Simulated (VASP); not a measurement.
Wanted: the native input for a VASP 6.6.1 run.

| Property | Result |
| --- | --- |
| Task | single point |
| Functional | r2SCAN |
| Potentials or basis | VASP PAW PBE potentials, release 64 (Ge_d) |
| Cutoff | 520 eV |
| k mesh | 10 × 10 × 10 |
| Occupations | gaussian, width 0.01 eV |
| Spin | no spin polarisation |
| Dipole correction | no |
| Further INCAR settings | ALGO = Normal; EDIFF = 1e-06; NBANDS = 21 |

The system is Ge.

```
CELL_PARAMETERS angstrom
0.00000 2.81355 2.88558
2.81355 0.00000 2.88558
2.81355 2.81355 0.00000
ATOMIC_POSITIONS crystal
Ge 0.00000 0.00000 0.00000
Ge 0.25000 0.25000 0.25000
```

One way to write it, as run:

POSCAR

```
Ge
1.0
    0.0000000000      2.8135540000      2.8855800000
    2.8135540000      0.0000000000      2.8855800000
    2.8135540000      2.8135540000      0.0000000000
Ge
2
Direct
    0.0000000000      0.0000000000      0.0000000000
    0.2500000000      0.2500000000      0.2500000000
```

INCAR.step1

```
ALGO     = Normal         # electronic algorithm
EDIFF    = 1E-4           # SCF threshold, eV
ENCUT    = 520            # plane-wave cutoff, eV
GGA      = PE             # functional
ISMEAR   = 0              # smearing method
LASPH    = T              # aspherical terms in the spheres
LCHARG   = F              # write CHGCAR
LREAL    = F              # projectors in reciprocal space
LWAVE    = T              # write WAVECAR
NBANDS   = 21             # bands
NELM     = 100            # most SCF steps
PREC     = Accurate       # precision mode
SIGMA    = 0.01           # smearing width, eV
```

INCAR.step2

```
ALGO     = Normal         # electronic algorithm
EDIFF    = 1E-6           # SCF threshold, eV
ENCUT    = 520            # plane-wave cutoff, eV
ISIF     = 2              # what is computed and relaxed
ISMEAR   = 0              # smearing method
ISTART   = 1            
LASPH    = T              # aspherical terms in the spheres
LCHARG   = F              # write CHGCAR
LMIXTAU  = T            
LREAL    = F              # projectors in reciprocal space
LWAVE    = F              # write WAVECAR
METAGGA  = R2SCAN         # meta-GGA
NBANDS   = 21             # bands
NELM     = 100            # most SCF steps
PREC     = Accurate       # precision mode
SIGMA    = 0.01           # smearing width, eV
```

KPOINTS

```
k-points
0
Gamma
  10 10 10
```

Potentials or basis: VASP PAW PBE potentials, release 64 (Ge_d).

Command:

```bash
$ cat potpaw_PBE.64/Ge_d/POTCAR > POTCAR
$ cp INCAR.step1 INCAR
$ mpirun -np 1 vasp_std > vasp.out
$ cp INCAR.step2 INCAR
$ mpirun -np 1 vasp_std > vasp.out
```

Results of the run:

The pressure is 0.1 GPa and the band gap on the k mesh is 0.24 eV.

Caveat: the PAW data sets were made with another functional, which shifts forces and pressure a little.

Run time: 7.9 min on 1 thread of Intel Xeon 8259CL, on a shared host, peak memory 0.22 GiB.
